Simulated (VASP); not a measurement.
# C (Fd-3m) in VASP: a series of runs

C is run at these levels: b88 exchange, pbe correlation, PBE, LDA; tasks: single point.

All numbers are computed with VASP 6.6.1; they aren't measurements. Logs are shortened: lines on timing, memory, paths and dates and some standing lists are left out, and cuts for length are marked.

## (1) The cell of the first run

The structure is cubic, space group Fd-3m (No. 227). The conventional cell has a = 3.614 Å, b = 3.614 Å, c = 3.614 Å, α = 90.00°, β = 90.00°, γ = 90.00°. Within 2.1 Å of C (site symmetry -43m) lie 4 C at 1.56 Å.

## (2) Single point, b88 exchange, pbe correlation

File INCAR:

```
SYSTEM = C
  PREC = Accurate
  ENCUT = 600
  EDIFF = 1E-6
  ISMEAR = -1
  SIGMA = 0.05
  LREAL = .FALSE.
  LASPH = .TRUE.
  NELM = 120
  ALGO = Normal
  ISIF = 2
  LWAVE = .FALSE.
  LCHARG = .FALSE.
  GGA = LIBXC
  LIBXC1 = GGA_X_B88
  LIBXC2 = GGA_C_PBE
  NBANDS = 11
  GGA_COMPAT = .FALSE.
```

File KPOINTS:

```
regular mesh
0
G
  13 13 13
  0 0 0
```

File POSCAR:

```
C
1.0
    0.0000000000      1.8068380860      1.8068380860
    1.8068380860      0.0000000000      1.8068380860
    1.8068380860      1.8068380860      0.0000000000
C
2
Direct
    0.7500000000      0.7500000000      0.7500000000
    0.5000000000      0.5000000000      0.5000000000
```

Potentials or basis: VASP PAW PBE potentials, release 64 (C).

Started as:

```bash
cat potpaw_PBE.64/C/POTCAR > POTCAR
mpirun -np 1 vasp_std > vasp.out
```

OUTCAR:

```text
SYSTEM = C
   PREC = Accurate
   ENCUT = 600
   EDIFF = 1E-6
   ISMEAR = -1
   LREAL = .FALSE.
   LASPH = .TRUE.
   NELM = 120
   ISIF = 2
   GGA = LIBXC

 ion  position               nearest neighbor table
   1  0.750  0.750  0.750-   2 1.56   2 1.56   2 1.56   2 1.56
   2  0.500  0.500  0.500-   1 1.56   1 1.56   1 1.56   1 1.56

  LATTYP: Found a face centered cubic cell.
 ALAT       =     3.6136761720

  Lattice vectors:

 A1 = (   0.0000000000,   1.8068380860,   1.8068380860)
 A2 = (   1.8068380860,   0.0000000000,   1.8068380860)
 A3 = (   1.8068380860,   1.8068380860,   0.0000000000)

Analysis of symmetry for initial positions (statically):
=====================================================================
 Subroutine PRICEL returns:
 Original cell was already a primitive cell.

 Routine SETGRP: Setting up the symmetry group for a
 face centered cubic supercell.

 Subroutine GETGRP returns: Found 48 space group operations
 (whereof 24 operations were pure point group operations)
 out of a pool of 48 trial point group operations.

The static configuration has the point symmetry T_d .
 The point group associated with its full space group is O_h .

Analysis of symmetry for dynamics (positions and initial velocities):
=====================================================================
 Subroutine PRICEL returns:
 Original cell was already a primitive cell.

 Routine SETGRP: Setting up the symmetry group for a
 face centered cubic supercell.

 Subroutine GETGRP returns: Found 48 space group operations
 (whereof 24 operations were pure point group operations)
 out of a pool of 48 trial point group operations.

The dynamic configuration has the point symmetry T_d .
 The point group associated with its full space group is O_h .

 Subroutine INISYM returns: Found 48 space group operations
 (whereof 24 operations are pure point group operations),
 and found     1 'primitive' translations

----------------------------------------------------------------------------------------

                                     Primitive cell

  volume of cell :      11.7974

  direct lattice vectors                    reciprocal lattice vectors
     0.000000000  1.806838086  1.806838086    -0.276726511  0.276726511  0.276726511
     1.806838086  0.000000000  1.806838086     0.276726511 -0.276726511  0.276726511
     1.806838086  1.806838086  0.000000000     0.276726511  0.276726511 -0.276726511

  length of vectors
     2.555254926  2.555254926  2.555254926     0.479304377  0.479304377  0.479304377

  position of ions in fractional coordinates (direct lattice)
     0.750000000  0.750000000  0.750000000
     0.500000000  0.500000000  0.500000000

  ion indices of the primitive-cell ions
   primitive index   ion index
                 1           1
                 2           2

----------------------------------------------------------------------------------------

 KPOINTS: regular mesh

Automatic generation of k-mesh.
 Grid dimensions read from file:
 generate k-points for:   13   13   13

 Generating k-lattice:

  Cartesian coordinates                     Fractional coordinates (reciprocal lattice)
    -0.021286655  0.021286655  0.021286655     0.076923077  0.000000000  0.000000000
     0.021286655 -0.021286655  0.021286655     0.000000000  0.076923077  0.000000000
     0.021286655  0.021286655 -0.021286655     0.000000000  0.000000000  0.076923077

  Length of vectors
     0.036869567  0.036869567  0.036869567

  Shift w.r.t. Gamma in fractional coordinates (k-lattice)
     0.000000000  0.000000000  0.000000000

 Subroutine IBZKPT returns following result:
 ===========================================

 Found     84 irreducible k-points:

 Following reciprocal coordinates:
            Coordinates               Weight
  0.000000  0.000000  0.000000      1.000000
  0.076923  0.000000  0.000000      8.000000
  0.153846  0.000000  0.000000      8.000000
  0.230769  0.000000  0.000000      8.000000
  0.307692  0.000000  0.000000      8.000000
  0.384615  0.000000  0.000000      8.000000
[... 16 lines left out ...]
  0.384615  0.153846  0.000000     24.000000
  0.461538  0.153846  0.000000     24.000000
 [... further k-points ...]
   k-points           NKPTS =     84   k-points in BZ     NKDIM =     84   number of bands    NBANDS=     11
   number of dos      NEDOS =    301   number of ions     NIONS =      2
   total plane-waves  NPLWV =   8000
   dimension x,y,z NGX =    20 NGY =   20 NGZ =   20
   dimension x,y,z NGXF=    40 NGYF=   40 NGZF=   40
   ions per type =               2
   NGX,Y,Z   is equivalent  to a cutoff of  13.01, 13.01, 13.01 a.u.
   NGXF,Y,Z  is equivalent  to a cutoff of  26.02, 26.02, 26.02 a.u.
 SYSTEM =  C
   PREC   = accura    normal or accurate (medium, high low for compatibility)
   ISTART =      0    job   : 0-new  1-cont  2-samecut
   ICHARG =      2    charge: 1-file 2-atom 10-const
   ISPIN  =      1    spin polarized calculation?
   LNONCOLLINEAR =      F non collinear calculations
   LSORBIT =      F    spin-orbit coupling
   LASPH  =      T    aspherical Exc in radial PAW
   ENCUT  =  600.0 eV  44.10 Ry    6.64 a.u.   5.10  5.10  5.10*2*pi/ulx,y,z
   NELM   =    120;   NELMIN=  2; NELMDL= -5     # of ELM steps
   EDIFF  = 0.1E-05   stopping-criterion for ELM
   LREAL  =      F    real-space projection
   EDIFFG = 0.1E-04   stopping-criterion for IOM
   NSW    =      0    number of steps for IOM
   IBRION =     -1    ionic relax: 0-MD 1-quasi-New 2-CG
   NFREE  =      0    steps in history (QN), initial steepest desc. (CG)
   ISIF   =      2    stress and relaxation
   ISYM   =      2    0-nonsym 1-usesym 2-fastsym
   POTIM  = 0.5000    time-step for ionic-motion
   TEBEG  =    0.0;   TEEND  =   0.0 temperature during run
   PSTRESS=    0.0 pullay stress
   NELECT =       8.0000    total number of electrons
   NUPDOWN=      -1.0000    fix difference up-down
   EMIN   =  10.00;   EMAX   =-10.00  energy-range for DOS
   EFERMI =   0.00;   METHOD = LEGACY
   ISMEAR =    -1;   SIGMA  =   0.05  broadening in eV -4-tet -1-fermi 0-gaus
   EFERMI_NEDOS =   21; number of points for ismear=-14 and -15
   IALGO  =     38    algorithm
   IMIX   =      4    mixing-type and parameters
     AMIX     =   0.40;   BMIX     =  1.00
     AMIX_MAG =   1.60;   BMIX_MAG =  1.00
  volume/ion in A,a.u.               =       5.90        39.81
  Fermi-wavevector in a.u.,A,eV,Ry     =   1.438276  2.717948 28.145530  2.068638
  Thomas-Fermi vector in A             =   2.557261
   LORBIT       =      0    0 simple, 1 ext, 2 COOP (PROOUT), +10 PAW based schemes
   GGA     = LIBXC    functional components
   LHFCALC =     F    Hartree Fock is set to
   AEXX    =    0.0000 exact exchange contribution
   IVDW    =     0    specifies the selected vdW correction
   LEPSILON=     F    determine dielectric tensor
   LRPA    =     F    only Hartree local field effects (RPA)
 non-spin polarized calculation
  energy-cutoff  :      600.00
  volume of cell :       11.80
 maximum number of plane-waves:       411
   NGX = 11   NGY = 11   NGZ = 11

 number of electron       8.0000000 magnetization

 Free energy of the ion-electron system (eV)
  ---------------------------------------------------
  ext. energy  EPLUGINS =         0.00000000
  ---------------------------------------------------
  free energy    TOTEN  =       -17.84853961 eV

  energy without entropy =      -17.84853961  energy(sigma->0) =      -17.84853961

 E-fermi :  10.1643     XC(G=0): -13.0835

 val. band max:        9.1359133517   @ k =   0.0000   0.0000   0.0000
 cond. band min:      13.1963720644   @ k =   0.3846   0.3846   0.0000
 fundamental gap:      4.0604587127
 Fermi energy:        10.1642828778

 k-point     1 :       0.0000    0.0000    0.0000
  band No.  band energies     occupation
      1     -11.8205      2.00000
      2       9.1359      2.00000
      3       9.1359      2.00000
      4       9.1359      2.00000
      5      14.6362      0.00000
      6      14.6362      0.00000
      7      14.6362      0.00000
      8      21.5547      0.00000
      9      27.9048      0.00000
     10      35.2737      0.00000
     11      35.2737      0.00000

 k-point     2 :       0.0769    0.0000    0.0000
  band No.  band energies     occupation
      1     -11.6609      2.00000
      2       8.1058      2.00000
      3       8.8706      2.00000
      4       8.8706      2.00000
      5      14.9847      0.00000
      6      14.9847      0.00000
      7      15.2206      0.00000
      8      21.7209      0.00000
      9      28.1786      0.00000
     10      33.3672      0.00000
     11      33.3672      0.00000

 k-point     3 :       0.1538    0.0000    0.0000
  band No.  band energies     occupation
      1     -11.1841      2.00000
      2       5.9021      2.00000
      3       8.2684      2.00000
      4       8.2684      2.00000
      5      15.7786      0.00000
      6      15.7786      0.00000
      7      16.1500      0.00000
      8      22.2087      0.00000
      9      28.7901      0.00000
     10      31.8251      0.00000
     11      31.8251      0.00000

 k-point     4 :       0.2308    0.0000    0.0000
  band No.  band energies     occupation
      1     -10.3966      2.00000
      2       3.3717      2.00000
      3       7.6128      2.00000
      4       7.6128      2.00000
      5      16.5894      0.00000
      6      16.5894      0.00000
      7      16.8003      0.00000
      8      22.9270      0.00000
      9      29.2549      0.00000
     10      31.2201      0.00000
     11      31.2201      0.00000

 k-point     5 :       0.3077    0.0000    0.0000
  band No.  band energies     occupation
      1      -9.3128      2.00000
      2       0.8418      2.00000
      3       7.0570      2.00000
      4       7.0570      2.00000
      5      17.1351      0.00000
      6      17.1351      0.00000
      7      17.1652      0.00000
      8      23.6681      0.00000
      9      29.4496      0.00000
     10      31.6493      0.00000
     11      31.6493      0.00000
[... 211 lines left out ...]
 k-point    21 :       0.2308    0.1538    0.0000
  band No.  band energies     occupation
      1     -10.3945      2.00000
      2       5.0473      2.00000
      3       6.2314      2.00000
      4       6.8672      2.00000
      5      14.2476      0.00000
      6      18.5097      0.00000
      7      18.5800      0.00000
      8      20.9800      0.00000
      9      28.4792      0.00000
     10      29.8453      0.00000
     11      35.6772      0.00000

 k-point    22 :       0.3077    0.1538    0.0000
  band No.  band energies     occupation
      1      -9.5116      2.00000
      2       2.7316      2.00000
      3       5.7150      2.00000
      4       6.2418      2.00000
      5      14.9699      0.00000
      6      19.1001      0.00000
      7      19.2984      0.00000
      8      20.8771      0.00000
      9      29.1196      0.00000
     10      30.1595      0.00000
     11      35.3082      0.00000

 k-point    23 :       0.3846    0.1538    0.0000
  band No.  band energies     occupation
      1      -8.3449      2.00000
      2       0.3845      2.00000
      3       5.4276      2.00000
      4       5.5027      2.00000
      5      15.6415      0.00000
      6      19.4061      0.00000
      7      19.5711      0.00000
      8      21.4638      0.00000
      9      29.8536      0.00000
     10      30.4045      0.00000
     11      35.6197      0.00000

 k-point    24 :       0.4615    0.1538    0.0000
  band No.  band energies     occupation
      1      -6.9619      2.00000
      2      -1.7836      2.00000
      3       4.8331      2.00000
      4       5.3876      2.00000
      5      16.0690      0.00000
      6      19.4647      0.00000
      7      19.5360      0.00000
      8      22.6825      0.00000
      9      29.2562      0.00000
     10      31.7094      0.00000
     11      35.6545      0.00000

 [... further k-points ...]
[... 5 lines left out ...]
  --------------------------------------------------------------------------------------
  -------------------------------------------------------------------------------------
  Total       -1.0262832     -1.0262832     -1.0262832     -0.0000000     -0.0000000      0.0000000
  in kB     -139.3766707   -139.3766707   -139.3766707     -0.0000000     -0.0000000      0.0000000
  external PRESSURE =    -139.3766707 kB  Pullay stress =       0.0000000 kB

 VOLUME and BASIS-vectors are now :
 -----------------------------------------------------------------------------
  energy-cutoff  :      600.00
  volume of cell :       11.80
      direct lattice vectors                 reciprocal lattice vectors
     0.000000000  1.806838086  1.806838086    -0.276726511  0.276726511  0.276726511
     1.806838086  0.000000000  1.806838086     0.276726511 -0.276726511  0.276726511
     1.806838086  1.806838086  0.000000000     0.276726511  0.276726511 -0.276726511

 POSITION                                       TOTAL-FORCE (eV/Angst)
 -----------------------------------------------------------------------------------
      2.71026      2.71026      2.71026        -0.000000      0.000000      0.000000
      1.80684      1.80684      1.80684         0.000000     -0.000000     -0.000000
 -----------------------------------------------------------------------------------
    total drift:                                0.000000     -0.000000      0.000000

  FREE ENERGIE OF THE ION-ELECTRON SYSTEM (eV)
  ---------------------------------------------------
  free  energy   TOTEN  =       -17.8485396054 eV

  energy  without entropy=      -17.8485396054  energy(sigma->0) =      -17.84853961
```

Run time: 8.4 s. Hardware: 1 thread of Intel Xeon Platinum 8488C (Sapphire Rapids), shared host; peak memory 0.12 GiB.

What came out:

```
Free energy            : -17.8485 eV
Pressure               : -13.9 GPa
Band gap on the k mesh : 4.06 eV (least direct gap 5.50 eV)
```

Caveat: the cell stands under tension; the PAW data sets were made with another functional, which shifts forces and pressure a little; an odd mesh through Γ misses points on the zone boundary, where band edges can lie.

[end of part 1 of 3]
